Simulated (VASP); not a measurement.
Input of a VASP 6.6.1 run:

The input INCAR:

```
PREC = Accurate
ENCUT = 600
EDIFF = 1E-7
ISMEAR = 0
SIGMA = 0.01
LREAL = F
LASPH = T
NELM = 60
ALGO = Normal
ISIF = 3
LWAVE = F
LCHARG = F
GGA = PS
IBRION = 2
NSW = 100
EDIFFG = -0.002
PSTRESS = 150.0
```

File KPOINTS:

```
regular mesh
0
Gamma
  8 8 8
```

POSCAR

```
BeS
1.0
    0.0000000000      2.4189639919      2.4189639919
    2.4189639919      0.0000000000      2.4189639919
    2.4189639919      2.4189639919      0.0000000000
Be S
1 1
Direct
    0.0000000000      0.0000000000      0.0000000000
    0.7500000000      0.7500000000      0.7500000000
```

Potentials or basis: VASP PAW PBE potentials, release 64 (Be, S).

Launch:

```console
$ cat potpaw_PBE.64/Be/POTCAR potpaw_PBE.64/S/POTCAR > POTCAR
$ mpirun -np 1 vasp_std > vasp.out
```

**Question.** Estimate the relaxed cell.

**Answer.** a = 3.286 Å, b = 3.286 Å, c = 3.286 Å, α = 60.00°, β = 60.00°, γ = 60.00°.

**Question.** Predict the space group after relaxing (to 0.05 Å).

**Answer.** F-43m (No. 216).

**Question.** Estimate the band gap on the k mesh.

**Answer.** 2.60 eV, indirect (least direct gap 5.51 eV).

Final structure:
```
CELL_PARAMETERS angstrom
0.00000 2.32333 2.32333
2.32333 0.00000 2.32333
2.32333 2.32333 0.00000
ATOMIC_POSITIONS crystal
Be 0.00000 0.00000 0.00000
S 0.75000 0.75000 0.75000
```

Caveat: the cell is relaxed towards a set pressure, so the enthalpy falls and the energy may rise. A k mesh can miss the band edges.
